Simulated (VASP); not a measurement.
Set up this calculation in VASP 6.6.1, as the native input.

```
Task                   : single point
Functional             : r2SCAN
Potentials or basis    : VASP PAW PBE potentials, release 64 (Al, Ga_d, N)
Cutoff                 : 520 eV
k mesh                 : 6 × 8 × 4
Occupations            : gaussian, width 0.02 eV
Spin                   : no spin polarisation
Dipole correction      : no
Further INCAR settings : ALGO = Normal; EDIFF = 1e-07; NBANDS = 41
```

AlGa3N4:

```
CELL_PARAMETERS angstrom
5.29309 0.00000 -0.00111
0.00000 3.25832 0.00000
-0.00491 0.00000 5.38206
ATOMIC_POSITIONS crystal
Al 0.99924 0.50000 0.66808
Ga 0.49759 0.50000 0.33373
Ga 0.49797 0.00000 0.83016
Ga 0.99809 0.00000 0.16761
N 0.12116 0.50000 0.33632
N 0.11852 0.00000 0.82157
N 0.62162 0.00000 0.17091
N 0.63341 0.50000 0.67163
```

This cell differs from its parent crystal: biaxial strain in the a-b plane: +3.0 %, then relaxed in part.

One way to write it, as run:

POSCAR

```
AlGa3N4
1.0
    5.2930876936      0.0000000000     -0.0011053244
    0.0000000000      3.2583167354      0.0000000000
   -0.0049094813      0.0000000000      5.3820634891
Al Ga N
1 3 4
Direct
   -0.0007605940      0.5000000000      0.6680809389
    0.4975917615      0.5000000000      0.3337317277
    0.4979696719      0.0000000000      0.8301622841
    0.9980914033      0.0000000000      0.1676075435
    0.1211570619      0.5000000000      0.3363150269
    0.1185235490      0.0000000000      0.8215653469
    0.6216211777      0.0000000000      0.1709052192
    0.6334059786      0.5000000000      0.6716329132
```

INCAR.step1

```
PREC = Accurate
ENCUT = 520
ISMEAR = 0
SIGMA = 0.02
LREAL = False
LASPH = True
NELM = 80
NBANDS = 41
GGA = PE
ALGO = Normal
EDIFF = 1E-4
LWAVE = True
LCHARG = False
```

INCAR.step2

```
PREC = Accurate
ENCUT = 520
EDIFF = 1E-7
ISMEAR = 0
SIGMA = 0.02
LREAL = False
LASPH = True
NELM = 80
ALGO = Normal
ISIF = 2
LWAVE = False
LCHARG = False
METAGGA = R2SCAN
LMIXTAU = True
NBANDS = 41
ISTART = 1
```

KPOINTS

```
regular mesh
0
Gamma
  6 8 4
```

Potentials or basis: VASP PAW PBE potentials, release 64 (Al, Ga_d, N).

The run is started by

```sh
$ cat potpaw_PBE.64/Al/POTCAR potpaw_PBE.64/Ga_d/POTCAR potpaw_PBE.64/N/POTCAR > POTCAR
$ cp INCAR.step1 INCAR
$ mpirun -np 1 vasp_std > vasp.out
$ cp INCAR.step2 INCAR
$ mpirun -np 1 vasp_std > vasp.out
```

It gave:

```
Pressure               : -7.0 GPa
Largest force          : 0.087 eV/Å
Band gap on the k mesh : 2.37 eV
```

Caveat: the cell differs from its parent crystal (biaxial strain in the a-b plane: +3.0 %, then relaxed in part); the stress differs along the axes, from -12 to 1 GPa; the PAW data sets were made with another functional, which shifts forces and pressure a little.

Run time: 28 min on 1 thread of Oxide Virtual Turin-like Processor (shared host), peak memory 0.31 GiB.
